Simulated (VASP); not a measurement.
Pd: single point with PBE

The system is Pd.

```
CELL_PARAMETERS angstrom
0.00000 1.94650 1.94650
1.94650 0.00000 1.94650
1.94650 1.94650 0.00000
ATOMIC_POSITIONS crystal
Pd 0.00000 0.00000 0.00000
```

- Program: VASP 6.6.1
- Task: single point
- Functional: PBE
- Potentials or basis: VASP PAW PBE potentials, release 64 (Pd)
- Cutoff: 520 eV
- k mesh: 10 × 10 × 10
- Occupations: fermi-dirac, width 0.05 eV
- Spin: no spin polarisation
- Dipole correction: no
- Further INCAR settings: ALGO = Normal; EDIFF = 1e-07; NBANDS = 11

```json
{
 "Pressure": "6.6 GPa",
 "Band gap on the k mesh": "zero (band 5 reaches 10.08 eV, above the bottom of band 6 at 8.51 eV)"
}
```

Levels at points of the mesh, in eV from the Fermi level:
| k point | band 3 | band 4 | band 5 | band 6 | band 7 | band 8 |
| --- | --- | --- | --- | --- | --- | --- |
| (0.00, 0.00, 0.00) | -2.85 | -2.85 | -1.24 | -1.24 | 17.18 | 21.95 |
| (0.50, 0.00, 0.00) | -2.90 | -0.04 | -0.04 | 1.00 | 7.31 | 16.53 |
| (0.50, 0.50, 0.00) | -0.07 | 0.28 | 0.28 | 3.33 | 10.76 | 13.20 |

Wall time 6 s on 1 thread of AMD EPYC 7R43 64-Core Processor (Zen 3) (shared host), peak memory 0.09 GiB.
